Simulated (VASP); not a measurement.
# Al12H in VASP: notebook

Runs on Al12H. Level: PBE. Tasks: single point.

Program: VASP 6.6.1. These are calculated values, not measurements. Logs are shortened: lines on timing, memory, paths and dates and some standing lists are left out, and cuts for length are marked.

## Step 1: The cell of the first run

The cell holds a slab with vacuum, 13 atoms: a = 5.714 Å, b = 5.714 Å, c = 21.602 Å, α = 90.00°, β = 90.00°, γ = 120.00°.

## Step 2: Single point, PBE, collinear spin

INCAR reads:

```
SYSTEM = Al12H
PREC = Accurate
ENCUT = 520
EDIFF = 1E-7
ISMEAR = 0
SIGMA = 0.1
LREAL = .False.
LASPH = .True.
NELM = 150
ALGO = Normal
ISIF = 2
LWAVE = .False.
LCHARG = .False.
ISPIN = 2
MAGMOM = 0 0 0 0 0 0 0 0 0 0 0 0 1
LORBIT = 11
LDIPOL = .True.
IDIPOL = 3
DIPOL = 0.5 0.5 0.306
GGA = PE
NBANDS = 34
```

KPOINTS reads:

```
Automatic mesh
0
Gamma
  6 6 1
  0 0 0
```

POSCAR reads:

```
Al12H
1.0
    5.7143028096      0.0000000000      0.0000000000
   -2.8571514048      4.9487313980      0.0000000000
    0.0000000000      0.0000000000     21.6016424764
Al H
12 1
Direct
    0.3333333333      0.1666666667      0.1851711047
    0.3333333333      0.6666666667      0.1851711047
    0.8333333333      0.1666666667      0.1851711047
    0.8333333333      0.6666666667      0.1851711047
    0.1666666667      0.3333333333      0.2916873740
    0.1666666667      0.8333333333      0.2916873740
    0.6666666667      0.3333333333      0.2916873740
    0.6666666667      0.8333333333      0.2916873740
    0.0000000000      0.0000000000      0.3981939098
    0.0000000000      0.5000000000      0.3981939098
    0.5000000000      0.0000000000      0.3981939098
    0.5000000000      0.5000000000      0.3981939098
    0.0000000000      0.0000000000      0.4755028460
```

Potentials or basis: VASP PAW PBE potentials, release 64 (Al, H).

Launch:

```console
$ cat potpaw_PBE.64/Al/POTCAR potpaw_PBE.64/H/POTCAR > POTCAR
$ mpirun -np 1 vasp_std > vasp.out
```

OUTCAR:

```text
SYSTEM = Al12H
   PREC = Accurate
   ENCUT = 520
   EDIFF = 1E-7
   ISMEAR = 0
   LREAL = .False.
   LASPH = .True.
   NELM = 150
   ISIF = 2
   ISPIN = 2
   LORBIT = 11
   GGA = PE

 ion  position               nearest neighbor table
   1  0.333  0.167  0.185-   5 2.83   6 2.83   7 2.83   4 2.86   2 2.86   2 2.86   4 2.86   3 2.86
                             3 2.86
   2  0.333  0.667  0.185-   6 2.83   5 2.83   8 2.83   3 2.86   1 2.86   1 2.86   3 2.86   4 2.86
                             4 2.86
   3  0.833  0.167  0.185-   7 2.83   8 2.83   5 2.83   4 2.86   2 2.86   4 2.86   2 2.86   1 2.86
                             1 2.86
   4  0.833  0.667  0.185-   8 2.83   7 2.83   6 2.83   3 2.86   1 2.86   3 2.86   1 2.86   2 2.86
                             2 2.86
   5  0.167  0.333  0.292-   9 2.83  12 2.83  10 2.83   1 2.83   2 2.83   3 2.83   8 2.86   6 2.86
                             6 2.86   8 2.86   7 2.86   7 2.86
   6  0.167  0.833  0.292-  10 2.83  11 2.83   9 2.83   2 2.83   1 2.83   4 2.83   7 2.86   5 2.86
                             5 2.86   7 2.86   8 2.86   8 2.86
   7  0.667  0.333  0.292-  11 2.83  10 2.83  12 2.83   3 2.83   4 2.83   1 2.83   8 2.86   6 2.86
                             8 2.86   6 2.86   5 2.86   5 2.86
   8  0.667  0.833  0.292-  12 2.83   9 2.83  11 2.83   4 2.83   3 2.83   2 2.83   7 2.86   5 2.86
                             7 2.86   5 2.86   6 2.86   6 2.86
   9  0.000  0.000  0.398-  13 1.67   5 2.83   8 2.83   6 2.83  12 2.86  10 2.86  10 2.86  12 2.86
                            11 2.86  11 2.86
  10  0.000  0.500  0.398-   6 2.83   7 2.83   5 2.83   9 2.86  11 2.86   9 2.86  11 2.86  12 2.86
                            12 2.86
  11  0.500  0.000  0.398-   7 2.83   6 2.83   8 2.83  10 2.86  12 2.86  12 2.86  10 2.86   9 2.86
                             9 2.86
  12  0.500  0.500  0.398-   8 2.83   5 2.83   7 2.83   9 2.86  11 2.86  11 2.86   9 2.86  10 2.86
                            10 2.86
  13  0.000  0.000  0.476-   9 1.67

  LATTYP: Found a hexagonal cell.
 ALAT       =     5.7143028096
 C/A-ratio  =     3.7802761240

  Lattice vectors:

 A1 = (   5.7143028096,   0.0000000000,   0.0000000000)
 A2 = (  -2.8571514048,   4.9487313980,   0.0000000000)
 A3 = (   0.0000000000,   0.0000000000,  21.6016424764)

Analysis of symmetry for initial positions (statically):
=====================================================================
 Subroutine PRICEL returns:
 Original cell was already a primitive cell.

 Routine SETGRP: Setting up the symmetry group for a
 hexagonal supercell.

 Subroutine GETGRP returns: Found  6 space group operations
 (whereof  6 operations were pure point group operations)
 out of a pool of 24 trial point group operations.

The static configuration has the point symmetry C_3v.

Analysis of symmetry for dynamics (positions and initial velocities):
=====================================================================
 Subroutine PRICEL returns:
 Original cell was already a primitive cell.

 Routine SETGRP: Setting up the symmetry group for a
 hexagonal supercell.

 Subroutine GETGRP returns: Found  6 space group operations
 (whereof  6 operations were pure point group operations)
 out of a pool of 24 trial point group operations.

The dynamic configuration has the point symmetry C_3v.

Analysis of structural, dynamic, and magnetic symmetry:
=====================================================================
 Subroutine PRICEL returns:
 Original cell was already a primitive cell.

 Routine SETGRP: Setting up the symmetry group for a
 hexagonal supercell.

 Subroutine GETGRP returns: Found  6 space group operations
 (whereof  6 operations were pure point group operations)
 out of a pool of 24 trial point group operations.

The overall configuration has the point symmetry C_3v.

 Subroutine INISYM returns: Found  6 space group operations
 (whereof  6 operations are pure point group operations),
 and found     1 'primitive' translations

----------------------------------------------------------------------------------------

                                     Primitive cell

  volume of cell :     610.8631

  direct lattice vectors                    reciprocal lattice vectors
[... 101 lines left out ...]
   PSTRESS=    0.0 pullay stress
   NELECT =      37.0000    total number of electrons
   NUPDOWN=      -1.0000    fix difference up-down
   EMIN   =  10.00;   EMAX   =-10.00  energy-range for DOS
   EFERMI =   0.00;   METHOD = LEGACY
   ISMEAR =     0;   SIGMA  =   0.10  broadening in eV -4-tet -1-fermi 0-gaus
   EFERMI_NEDOS =   21; number of points for ismear=-14 and -15
   IALGO  =     38    algorithm
   IMIX   =      4    mixing-type and parameters
     AMIX     =   0.40;   BMIX     =  1.00
     AMIX_MAG =   1.60;   BMIX_MAG =  1.00
  volume/ion in A,a.u.               =      46.99       317.10
  Fermi-wavevector in a.u.,A,eV,Ry     =   0.642926  1.214953  5.624015  0.413353
  Thomas-Fermi vector in A             =   1.709757
   LORBIT       =     11    0 simple, 1 ext, 2 COOP (PROOUT), +10 PAW based schemes
   GGA     = PE    functional components
   LHFCALC =     F    Hartree Fock is set to
   AEXX    =    0.0000 exact exchange contribution
   IVDW    =     0    specifies the selected vdW correction
   LEPSILON=     F    determine dielectric tensor
   LRPA    =     F    only Hartree local field effects (RPA)
 spin polarized calculation
 Gauss-broadening in eV      SIGMA  =   0.10
  energy-cutoff  :      520.00
  volume of cell :      610.86
 maximum number of plane-waves:     16489
   NGX = 21   NGY = 21   NGZ = 81

 number of electron      36.9999999 magnetization      -0.0000097

 number of electron      36.9999999 magnetization       0.0000023

 dipolmoment           0.000000      0.000000      0.087561 electrons x Angstroem

 Free energy of the ion-electron system (eV)
  ---------------------------------------------------
  ext. energy  EPLUGINS =         0.00000000
  ---------------------------------------------------
  free energy    TOTEN  =       -45.06896015 eV

  energy without entropy =      -45.04978513  energy(sigma->0) =      -45.05937264

 E-fermi :  -0.2067     XC(G=0):  -4.1805

 val. band max:       -0.2439376326   @ k =   0.5000   0.0000   0.0000
 cond. band min:      -0.1305698254   @ k =   0.1667   0.1667   0.0000
 fundamental gap:      0.1133678072
 Fermi energy:        -0.2066828056

 spin component 1

 k-point     1 :       0.0000    0.0000    0.0000
  band No.  band energies     occupation
      1     -10.8226      1.00000
      2      -9.1265      1.00000
      3      -6.5261      1.00000
      4      -5.0310      1.00000
      5      -4.9399      1.00000
      6      -4.9399      1.00000
[... 220 lines left out ...]
     29       3.1111      0.00000
     30       3.1301      0.00000
 Fermi energy:        -0.2066828056

 spin component 2

 k-point     1 :       0.0000    0.0000    0.0000
  band No.  band energies     occupation
      1     -10.8226      1.00000
      2      -9.1265      1.00000
      3      -6.5261      1.00000
      4      -5.0310      1.00000
      5      -4.9399      1.00000
      6      -4.9399      1.00000
[... 220 lines left out ...]
     29       3.1111      0.00000
     30       3.1301      0.00000
 [bands above 30 left out]

------------------------ aborting loop because EDIFF is reached ----------------------------------------

 vacuum level on the upper side and lower side of the slab       (xc-potential included)         0.263        -0.283

  FORCE on cell =-STRESS in cart. coord.  units (eV):
  Direction    XX          YY          ZZ          XY          YZ          ZX
  --------------------------------------------------------------------------------------
  -------------------------------------------------------------------------------------
  Total       -2.1962533     -2.1962533      0.2473285     -0.0000000     -0.0000000      0.0000000
  in kB       -5.7603530     -5.7603530      0.6486954     -0.0000000     -0.0000000      0.0000000
  external PRESSURE =      -3.6240035 kB  Pullay stress =       0.0000000 kB

 VOLUME and BASIS-vectors are now :
 -----------------------------------------------------------------------------
  energy-cutoff  :      520.00
  volume of cell :      610.86
      direct lattice vectors                 reciprocal lattice vectors
     5.714302810  0.000000000  0.000000000     0.174999476  0.101035995  0.000000000
    -2.857151405  4.948731398  0.000000000     0.000000000  0.202071990  0.000000000
     0.000000000  0.000000000 21.601642476     0.000000000  0.000000000  0.046292776

 POSITION                                       TOTAL-FORCE (eV/Angst)
 -----------------------------------------------------------------------------------
      1.42858      0.82479      4.00000         0.058548      0.033802     -0.083779
     -0.00000      3.29915      4.00000        -0.000000     -0.000000     -0.042928
      4.28573      0.82479      4.00000        -0.058548      0.033802     -0.083779
      2.85715      3.29915      4.00000        -0.000000     -0.067605     -0.083779
      0.00000      1.64958      6.30093         0.000000      0.201827      0.093006
     -1.42858      4.12394      6.30093         0.174788     -0.100914      0.093006
      2.85715      1.64958      6.30093        -0.000000      0.000000     -0.087929
      1.42858      4.12394      6.30093        -0.174788     -0.100914      0.093006
      0.00000      0.00000      8.60164        -0.000000      0.000000      0.958281
     -1.42858      2.47437      8.60164        -0.066151     -0.038192     -0.155771
      2.85715      0.00000      8.60164        -0.000000      0.076384     -0.155771
      1.42858      2.47437      8.60164         0.066151     -0.038192     -0.155771
      0.00000      0.00000     10.27164        -0.000000      0.000000     -0.387796
 -----------------------------------------------------------------------------------
    total drift:                               -0.000000      0.000000      0.000051

  FREE ENERGIE OF THE ION-ELECTRON SYSTEM (eV)
  ---------------------------------------------------
  free  energy   TOTEN  =       -45.0689601481 eV

  energy  without entropy=      -45.0497851261  energy(sigma->0) =      -45.05937264

 vacuum level on the upper side and lower side of the slab         4.284         3.725

 total charge

# of ion       s       p       d       tot
------------------------------------------
    1        0.455   0.310   0.000   0.765
    2        0.445   0.316   0.000   0.761
    3        0.455   0.310   0.000   0.765
    4        0.455   0.310   0.000   0.765
    5        0.435   0.340   0.000   0.775
    6        0.435   0.340   0.000   0.775
    7        0.432   0.350   0.000   0.783
    8        0.435   0.340   0.000   0.775
    9        0.407   0.369   0.000   0.777
   10        0.461   0.309   0.000   0.770
   11        0.461   0.309   0.000   0.770
   12        0.461   0.309   0.000   0.770
   13        0.512   0.006   0.000   0.519
--------------------------------------------------
tot          5.848   3.918   0.000   9.766

 magnetization (x)

# of ion       s       p       d       tot
------------------------------------------
    1       -0.000  -0.000   0.000  -0.000
    2       -0.000  -0.000   0.000  -0.000
    3       -0.000  -0.000   0.000  -0.000
    4       -0.000  -0.000   0.000  -0.000
    5       -0.000  -0.000   0.000  -0.000
    6       -0.000  -0.000   0.000  -0.000
    7       -0.000  -0.000   0.000  -0.000
    8       -0.000  -0.000   0.000  -0.000
    9       -0.000  -0.000   0.000  -0.000
   10        0.000   0.000   0.000   0.000
   11        0.000   0.000   0.000   0.000
   12        0.000   0.000   0.000   0.000
   13        0.000  -0.000   0.000   0.000
--------------------------------------------------
tot         -0.000  -0.000   0.000  -0.000
```

Wall time 7.5 min (1 thread of Intel Xeon 6975P-C (Granite Rapids), shared host); peak memory 0.92 GiB.

Results:

| Property | Result |
| --- | --- |
| Free energy | -45.0690 eV |
| Largest force | 0.958 eV/Å |
| Net moment | 0.00 μB per cell |
| Valence electrons inside the program's atomic spheres | Al 0.77, 0.76, 0.78 (each value once); H 0.52 |

Forces on the atoms (eV/Å):
```
Al   0.059  0.034 -0.084
Al   0.000  0.000 -0.043
Al  -0.059  0.034 -0.084
Al   0.000 -0.068 -0.084
Al   0.000  0.202  0.093
Al   0.175 -0.101  0.093
Al   0.000  0.000 -0.088
Al  -0.175 -0.101  0.093
Al   0.000  0.000  0.958
Al  -0.066 -0.038 -0.156
Al   0.000  0.076 -0.156
Al   0.066 -0.038 -0.156
H    0.000  0.000 -0.388
```

## Step 3: Single point, PBE, collinear spin

INCAR reads:

```
PREC = Accurate ; ENCUT = 520
EDIFF = 1E-6 ; ISMEAR = 0
SIGMA = 0.1 ; LREAL = False
LASPH = True ; NELM = 150
ALGO = Normal ; ISIF = 2
LWAVE = False ; LCHARG = True
ISPIN = 2 ; MAGMOM = 0 0 0 0 0 0 0 0 0 0 0 0 1
LORBIT = 11 ; LDIPOL = True
IDIPOL = 3 ; DIPOL = 0.5 0.5 0.309
GGA = PE ; LELF = True
LVHAR = True ; LVACPOTAV = True
NBANDS = 34
```

KPOINTS reads:

```
regular mesh
0
Gamma
  6 6 1
```

Changes to POSCAR since step 2:

```diff
@@ -20,2 +20,2 @@
     0.5000000000      0.5000000000      0.3981939098
-    0.0000000000      0.0000000000      0.4755028460
+    0.0000000000      0.0000000000      0.5171663446
```

Potentials or basis: VASP PAW PBE potentials, release 64 (Al, H).

Launch:

```console
$ cat potpaw_PBE.64/Al/POTCAR potpaw_PBE.64/H/POTCAR > POTCAR
$ mpirun -np 1 vasp_std > vasp.out
```

Run time: 7.2 min. Hardware: 1 thread of Intel Xeon 6975P-C (Granite Rapids), shared host; peak memory 0.91 GiB.

Results (log left out):

```
Free energy                                           : -43.6916 eV
Largest force                                         : 1.498 eV/Å
Net moment                                            : 0.34 μB per cell
Site moments                                          : Al -0.00, +0.00, -0.01 (each value once); H +0.17 μB
Valence electrons inside the program's atomic spheres : Al 0.76, 0.78, 0.74 (each value once); H 0.40
```

Forces in eV/Å, atoms in the order of the input:
```
Al   0.043  0.025 -0.068
Al   0.000  0.000 -0.034
Al  -0.043  0.025 -0.068
Al   0.000 -0.050 -0.068
Al   0.000  0.119  0.020
Al   0.103 -0.059  0.020
Al   0.000  0.000 -0.060
Al  -0.103 -0.059  0.020
Al   0.000  0.000  1.498
Al  -0.018 -0.010  0.003
Al   0.000  0.020  0.003
Al   0.018 -0.010  0.003
H    0.000  0.000 -1.271
```

Levels at points of the mesh, in eV from the Fermi level:
Spin up:
| k point | band 17 | band 18 | band 19 | band 20 | band 21 | band 22 |
| --- | --- | --- | --- | --- | --- | --- |
| (0.00, 0.00, 0.00) | -1.40 | -0.35 | -0.35 | -0.25 | -0.12 | -0.12 |
| (0.50, 0.00, 0.00) | -0.50 | -0.22 | -0.18 | 0.95 | 0.98 | 1.38 |
Spin down:
```
           k point  band 15  band 16  band 17  band 18  band 19  band 20  band 21  band 22
(0.00, 0.00, 0.00)    -2.73    -2.73    -0.73    -0.35    -0.35    -0.21    -0.12    -0.12
(0.50, 0.00, 0.00)    -0.50    -0.50    -0.27    -0.22     0.21     0.95     0.99     1.37
```

[end of part 1 of 2]
